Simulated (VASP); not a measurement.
Wanted: the native input for a VASP 6.6.1 run.

```yaml
Task: single point
Functional: PBEsol
Potentials_or_basis: VASP PAW PBE potentials, release 64 (Ca_sv)
Cutoff: 520 eV
k_mesh: 14 × 14 × 14
Occupations: gaussian, width 0.1 eV
Spin: no spin polarisation
Dipole_correction: no
Further_INCAR_settings: ALGO = Fast; EDIFF = 1e-06; NBANDS = 11
```

The structure of Ca lies in POSCAR:

```
Ca
1.0
    0.0000000000      2.7273233689      2.7273233689
    2.7273233689      0.0000000000      2.7273233689
    2.7273233689      2.7273233689      0.0000000000
Ca
1
Direct
    0.0000000000      0.0000000000      0.0000000000
```

One way to write it, as run:

INCAR

```
PREC = Accurate ; ENCUT = 520
EDIFF = 1E-6 ; ISMEAR = 0
SIGMA = 0.1 ; LREAL = False
LASPH = True ; NELM = 100
ALGO = Fast ; ISIF = 2
LWAVE = False ; LCHARG = False
GGA = PS ; NBANDS = 11
```

KPOINTS

```
regular mesh
0
Gamma
  14 14 14
```

Potentials or basis: VASP PAW PBE potentials, release 64 (Ca_sv).

The run is started by

```sh
$ cat potpaw_PBE.64/Ca_sv/POTCAR > POTCAR
$ mpirun -np 1 vasp_std > vasp.out
```

Results of the run:

```
Pressure               : 0.0 GPa
Band gap on the k mesh : zero (bands 5 and 6 overlap by 0.25 eV)
```

Caveat: the PAW data sets were made with another functional, which shifts forces and pressure a little.

Wall time 30 s on 1 thread of AMD EPYC 9R45 96-Core Processor (Zen 5) (shared host), peak memory 0.16 GiB.
